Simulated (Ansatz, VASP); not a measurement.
## One calculation of CuI, two programs

Contents of INCAR:

```
SYSTEM = CuI
ALGO     = Normal         ! electronic algorithm
EDIFF    = 1E-7           ! SCF threshold, eV
ENCUT    = 520            ! plane-wave cutoff, eV
GGA      = PS             ! functional
GGA_COMPAT= .FALSE.      
ISIF     = 2              ! what is computed and relaxed
ISMEAR   = -1             ! smearing method
LASPH    = .TRUE.         ! aspherical terms in the spheres
LCHARG   = .FALSE.        ! write CHGCAR
LMAXMIX  = 4              ! l up to which the mixer works
LORBIT   = 11             ! projections on sites
LORBMOM  = .TRUE.       
LREAL    = .FALSE.        ! projectors in reciprocal space
LSORBIT  = .TRUE.         ! spin-orbit coupling
LWAVE    = .FALSE.        ! write WAVECAR
MAGMOM   = 0 0 0 0 0 0    ! initial moments
NBANDS   = 30             ! bands
NELM     = 150            ! most SCF steps
PREC     = Accurate       ! precision mode
SIGMA    = 0.05           ! smearing width, eV
```

File KPOINTS:

```
k-points
0
G
  8 8 8
  0 0 0
```

POSCAR

```
CuI
1.0
    0.0000000000      3.0315000000      3.0315000000
    3.0315000000      0.0000000000      3.0315000000
    3.0315000000      3.0315000000      0.0000000000
I Cu
1 1
Direct
    0.0000000000      0.0000000000      0.0000000000
    0.7500000000      0.7500000000      0.7500000000
```

File input.yaml:

```yaml
crystal:
  lattice:
    - [0.0, 3.0315, 3.0315]
    - [3.0315, 0.0, 3.0315]
    - [3.0315, 3.0315, 0.0]
  atoms:
    - { symbol: I, position: [0.0, 0.0, 0.0] }
    - { symbol: Cu, position: [0.75, 0.75, 0.75] }
hamiltonian:
  xc: pbesol
  pseudopotentials: { kind: paw_fr }
magnetization:
  noncollinear: true
  spin_orbit: true
kpoints:
  mp_grid: { grid: [8, 8, 8] }
  band_path:
    path:
      - [[0.0, 0.0, 0.0], [0.5, 0.0, 0.5], [0.5, 0.25, 0.75], [0.375, 0.375, 0.75], [0.0, 0.0, 0.0], [0.5, 0.5, 0.5], [0.625, 0.25, 0.625], [0.5, 0.25, 0.75], [0.5, 0.5, 0.5], [0.375, 0.375, 0.75]]
      - [[0.625, 0.25, 0.625], [0.5, 0.0, 0.5]]
    npoints: 14
scf:
  occupations: { method: fermi_dirac, width: 0.05 }
  n_extra_bands: 6
output:
  forces: true
  stress: true
  eigenvalues: true
  fatbands: false
```

Alike in both runs: functional PBEsol; k mesh 8 × 8 × 8; occupations fermi-dirac, width 0.05 eV; non-collinear spin, spin-orbit coupling.

```csv
,VASP,Ansatz
version,VASP 6.6.1,Ansatz 0.2.0
potentials or method,"VASP PAW PBE potentials, release 64 (I, Cu)",Ansatz PAW
plane-wave cutoff (eV),520,420
valence electrons in the cell,18,36
task,single point,band structure
```

|  | VASP | Ansatz | Ansatz less VASP |
| --- | --- | --- | --- |
| pressure (GPa) | -2.4 | -2.5 | -0.11 |

VASP's potentials were made for PBE, not for PBEsol. With one functional, cell and mesh, what is left measures potentials, basis and numerics. VASP's potentials hold 18 valence electrons a cell and Ansatz's 36, so a difference there can come from the potentials and not from the codes.
